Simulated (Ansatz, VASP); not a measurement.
**Two plane-wave programs on C**

INCAR

```
PREC = Accurate
ENCUT = 520
EDIFF = 1E-6
ISMEAR = 0
SIGMA = 0.15
LREAL = F
LASPH = T
NELM = 100
ALGO = Normal
ISIF = 2
LWAVE = F
LCHARG = F
GGA = PE
NBANDS = 16
```

Contents of KPOINTS:

```
Automatic mesh
0
Gamma
  18 18 6
```

POSCAR

```
C
1.0
    1.2908711330     -2.1858142842      0.0000000000
    1.2908711330      2.1858142842      0.0000000000
    0.0000000000      0.0000000000      8.7070207245
C
4
Direct
    0.0833329406      0.9166670594      0.7503043452
    0.5833329406      0.4166670594      0.2496956548
    0.9166670594      0.0833329406      0.2496956548
    0.4166670594      0.5833329406      0.7503043452
```

Input for Ansatz:

```yaml
crystal:
  lattice:
    - [1.290871133, -2.1858142842, 0.0]
    - [1.290871133, 2.1858142842, 0.0]
    - [0.0, 0.0, 8.7070207245]
  atoms:
    - { symbol: C, position: [0.0833329406, 0.9166670594, 0.7503043452] }
    - { symbol: C, position: [0.5833329406, 0.4166670594, 0.2496956548] }
    - { symbol: C, position: [0.9166670594, 0.0833329406, 0.2496956548] }
    - { symbol: C, position: [0.4166670594, 0.5833329406, 0.7503043452] }
basis:
  ecutwfc: 520.0
kpoints:
  mp_grid: { grid: [18, 18, 6] }
hamiltonian:
  xc: pbe
  pseudopotentials: { kind: paw, azcp: { folder: soft_1 } }
scf:
  occupations: { method: gaussian, width: 0.15 }
output:
  forces: true
  stress: true
  eigenvalues: true
```

Change from the starting cell: normal strain along x +0.0467, normal strain along y +0.0233.

Alike in both runs: task single point; functional PBE; k mesh 18 × 18 × 6; occupations gaussian, width 0.15 eV; no spin polarisation.

|  | VASP | Ansatz |
| --- | --- | --- |
| version | VASP 6.6.1 | Ansatz 0.2.0 |
| potentials or method | VASP PAW PBE potentials, release 64 (C), cutoff 520 eV | scalar-relativistic, plane waves, PAW |
| valence electrons in the cell | 16 | 16 |

|  | VASP | Ansatz | Ansatz less VASP |
| --- | --- | --- | --- |
| gap on the k mesh at the Fermi level (eV) | 0.11 | 0.11 | 0.000 |
| least direct gap on the mesh (eV) | 0.11 | 0.11 | 0.000 |
| pressure (GPa) | -18.4 | -18.7 | -0.28 |
| traceless stress, the component that is largest in VASP (GPa) | 18.38 | 18.71 | +0.331 |
| rms of the force components (eV/Å) | 0.034 | 0.031 | -0.0034 |

Atom by atom the forces differ by 0.003 eV/Å (rms over components).
